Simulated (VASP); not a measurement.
Crystal: TmI4.

```
CELL_PARAMETERS angstrom
6.03522 0.00000 0.00000
-3.01761 5.22666 0.00000
0.00000 0.00000 6.63543
ATOMIC_POSITIONS crystal
Tm 0.00000 0.00000 0.00000
I 0.33333 0.66667 0.27854
I 0.66667 0.33333 0.27854
I 0.66667 0.33333 0.72146
I 0.33333 0.66667 0.72146
```

The cell was generated, and may not be a known phase.

- Program: VASP 6.6.1
- Task: relaxation of cell and atoms
- Functional: PBE
- Potentials or basis: VASP PAW PBE potentials, release 64 (Tm_3, I), 4f in core
- Cutoff: 500 eV
- k mesh: 3 × 3 × 3
- Occupations: gaussian, width 0.2 eV
- Spin: no spin polarisation

At the start: pressure 0.3 GPa; volume 41.86 Å³/atom.

Problem. How do energy, volume and symmetry change on relaxing?

Solution. Over 10 steps the energy falls by 342.5 meV/atom and the volume is 43.59 Å³/atom (+4.1 %); space group P6/mmm (No. 191, to 0.1 Å) before and after.

The path:
```
step  energy change (eV)  largest force (eV/Å)  pressure (GPa)  volume (Å³)
   1              0.0000                2.1199            0.28       209.31
   2             -0.7242                1.0471           -1.22       211.37
   3             -1.1448                0.3318           -1.63       213.33
   4             -1.2607                0.8265           -0.03       216.39
   5             -1.3089                0.5203           -0.73       215.61
   6             -1.6704                0.1515            1.37       206.61
   7             -1.6763                0.1941            1.12       207.37
   8             -1.7044                0.1769           -0.16       219.43
   9             -1.7110                0.0726            0.20       215.57
  10             -1.7126                0.0256           -0.14       217.93
```

Final structure:
```xyz
5
Lattice="5.5642 0.0000 0.0000 -2.7821 4.8187 0.0000 0.0000 0.0000 8.1279" Properties=species:S:1:pos:R:3 pbc="T T T"
Tm    5.5642    0.0000    0.0000
I     0.0000    3.2125    1.7990
I     2.7821    1.6062    1.7990
I     2.7821    1.6062    6.3289
I     0.0000    3.2125    6.3289
```

Caveat: the k points lie up to 0.43 Å⁻¹ apart in the final cell, too coarse for converged energies and pressures of a metal; a cell axis changed by over 15 % at a fixed basis, so the end point is rough; this functional lacks dispersion, which binds layers or chains, so the pressure and a relaxed spacing across them are unreliable; an odd number of electrons without spin polarisation forces a metal; a magnetic or distorted state may lie lower; the run has no spin polarisation, though such a crystal can be magnetic.
